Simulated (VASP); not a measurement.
Wanted: the native input for a VASP 6.6.1 run.

```
Task                   : single point
Functional             : PBE
Potentials or basis    : VASP PAW PBE potentials, release 64 (Li_sv, F)
Cutoff                 : 520 eV
k mesh                 : 9 × 9 × 6
Occupations            : gaussian, width 0.05 eV
Spin                   : no spin polarisation
Dipole correction      : no
Further INCAR settings : ALGO = Normal; EDIFF = 1e-07; NBANDS = 18
```

The structure of LiF lies in POSCAR:

```
LiF
1.0
    3.0774506209      0.0000000000      0.0000000000
   -1.5387253104      2.6651504166      0.0000000000
    0.0000000000      0.0000000000      5.0574823504
Li F
2 2
Direct
    0.3333333333      0.6666666667      0.4218720114
    0.6666666667      0.3333333333      0.9218720114
    0.3333333333      0.6666666667      0.9939266766
    0.6666666667      0.3333333333      0.4939266766
```

This cell differs from its parent crystal: atoms shifted along a free coordinate, c/a of the conventional cell at fixed volume 1.6434.

One way to write it, as run:

INCAR

```
SYSTEM = LiF
ALGO = Normal
EDIFF = 1E-7
ENCUT = 520
GGA = PE
ISIF = 2
ISMEAR = 0
LASPH = .True.
LCHARG = .True.
LELF = .True.
LREAL = .False.
LVHAR = .True.
LWAVE = .False.
NBANDS = 18
NELM = 80
PREC = Accurate
SIGMA = 0.05
```

KPOINTS

```
k-points
0
Gamma
  9 9 6
  0 0 0
```

Potentials or basis: VASP PAW PBE potentials, release 64 (Li_sv, F).

Launch:

```bash
$ cat potpaw_PBE.64/Li_sv/POTCAR potpaw_PBE.64/F/POTCAR > POTCAR
$ mpirun -np 1 vasp_std > vasp.out
```

It gave:

The largest force is 0.322 eV/Å and the band gap on the k mesh is 7.45 eV.

Run time: 48 s on 1 thread of Intel Xeon 8259CL, with other jobs on the host, peak memory 0.17 GiB.
